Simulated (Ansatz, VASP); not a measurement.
Two plane-wave programs on Ti6H

INCAR

```
SYSTEM = Ti6H
PREC = Accurate
ENCUT = 520
EDIFF = 1E-7
ISMEAR = 0
SIGMA = 0.1
LREAL = .False.
LASPH = .True.
NELM = 80
ALGO = Normal
ISIF = 2
LWAVE = .False.
LCHARG = .False.
LDIPOL = .True.
IDIPOL = 3
DIPOL = 0.5 0.5 0.345
GGA = PE
NBANDS = 46
```

The input KPOINTS:

```
regular mesh
0
Gamma
  9 6 1
  0 0 0
```

The input POSCAR:

```
Ti6H
1.0
    2.8321726458      0.0000000000      0.0000000000
    0.0000000000      4.5795363026      0.0000000000
    0.0000000000      0.0000000000     23.5510893874
Ti H
6 1
Direct
    0.5000000000      0.0000000000      0.1698435233
    0.0000000000      0.5000000000      0.2259767339
    0.5000000000      0.0000000000      0.2821099444
    0.5000000000      0.5000000000      0.3394934593
    0.0000000000      0.0000000000      0.3940191404
    0.5000000000      0.5000000000      0.4480085492
    0.8750000000      0.8750000000      0.5528869248
```

Input for Ansatz:

```yaml
crystal:
  lattice:
    - [2.8321726458, 0.0, 0.0]
    - [0.0, 4.5795363026, 0.0]
    - [0.0, 0.0, 23.5510893874]
  atoms:
    - { symbol: Ti, position: [0.5, 0.0, 0.1698435233] }
    - { symbol: Ti, position: [0.0, 0.5, 0.2259767339] }
    - { symbol: Ti, position: [0.5, 0.0, 0.2821099444] }
    - { symbol: Ti, position: [0.5, 0.5, 0.3394934593] }
    - { symbol: Ti, position: [0.0, 0.0, 0.3940191404] }
    - { symbol: Ti, position: [0.5, 0.5, 0.4480085492] }
    - { symbol: H, position: [0.875, 0.875, 0.5528869248] }
basis:
  ecutwfc: 420
kpoints:
  mp_grid: { grid: [9, 6, 1] }
hamiltonian:
  xc: pbe
scf:
  occupations: { method: gaussian, width: 0.1 }
output:
  forces: true
  eigenvalues: true
efield:
  axis: 3
  dipole_correction: true
  ramp_width: 0.04
```

Alike in both runs: task single point; functional PBE; k mesh 9 × 6 × 1; occupations gaussian, width 0.1 eV; no spin polarisation.

|  | VASP | Ansatz |
| --- | --- | --- |
| version | VASP 6.6.1 | Ansatz 0.2.0 |
| potentials or method | VASP PAW PBE potentials, release 64 (Ti_sv, H), cutoff 520 eV | scalar-relativistic, plane waves, PAW |
| valence electrons in the cell | 73 | 73 |

```tsv
	VASP	Ansatz	Ansatz less VASP
gap on the k mesh at the Fermi level (eV)	none	none	-
rms of the force components (eV/Å)	0.359	0.359	+0.0007
```

Atom by atom the forces differ by 0.004 eV/Å (rms over components). A gap of «none» marks a metal or a gap that the smearing closes.
